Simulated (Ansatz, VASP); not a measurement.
Given: the input of a run of VASP 6.6.1 on As.

Contents of INCAR:

```
SYSTEM = As
PREC = Accurate
ENCUT = 510
EDIFF = 1E-6
ISMEAR = -1
SIGMA = 0.05
LREAL = .FALSE.
LASPH = .TRUE.
NELM = 120
ALGO = Normal
ISIF = 2
LWAVE = .FALSE.
LCHARG = .TRUE.
GGA = PE
LELF = .TRUE.
LVHAR = .TRUE.
NBANDS = 22
GGA_COMPAT = .FALSE.
```

KPOINTS

```
regular mesh
0
G
  7 7 7
  0 0 0
```

POSCAR

```
As
1.0
    1.8431809607      1.0641610238      3.5140619945
   -1.8431809607      1.0641610238      3.5140619945
    0.0000000000     -2.1283220477      3.5140619945
As
2
Direct
    0.2260000000      0.2260000000      0.2260000000
    0.7740000000      0.7740000000      0.7740000000
```

Potentials or basis: VASP PAW PBE potentials, release 64 (As_d).

Command:

```console
$ cat potpaw_PBE.64/As_d/POTCAR > POTCAR
$ mpirun -np 1 vasp_std > vasp.out
```

Task: Set up the same calculation for Ansatz 0.2.0. Potentials there: Ansatz PAW.

Result: As run (the cutoff follows the program's own potentials):

input.yaml

```yaml
crystal:
  lattice:
    - [1.8431809607, 1.0641610238, 3.5140619945]
    - [-1.8431809607, 1.0641610238, 3.5140619945]
    - [0.0, -2.1283220477, 3.5140619945]
  atoms:
    - { symbol: As, position: [0.226, 0.226, 0.226] }
    - { symbol: As, position: [0.774, 0.774, 0.774] }
hamiltonian:
  xc: pbe
  pseudopotentials: { kind: paw }
kpoints:
  mp_grid: { grid: [7, 7, 7] }
scf:
  occupations: { method: fermi_dirac, width: 0.05 }
output:
  forces: true
  stress: true
  eigenvalues: true
```

Potentials or basis: Ansatz PAW.

The run is started by

```console
$ ansatz run input.yaml --threads 2 --pin off --max-ram 5632MiB --backend cpu --events-out ev --progress --plain --runs-dir out
```

Both were run:

|  | VASP | Ansatz | Ansatz less VASP |
| --- | --- | --- | --- |
| gap on the k mesh at the Fermi level (eV) | none | none | - |
| pressure (GPa) | 7.7 | 7.7 | +0.01 |
| traceless stress, the component that is largest in VASP (GPa) | -1.90 | -1.89 | +0.014 |
| rms of the force components (eV/Å) | 0.375 | 0.368 | -0.0077 |

Atom by atom the forces differ by 0.008 eV/Å (rms over components). A gap of «none» marks a metal or a gap that the smearing closes.
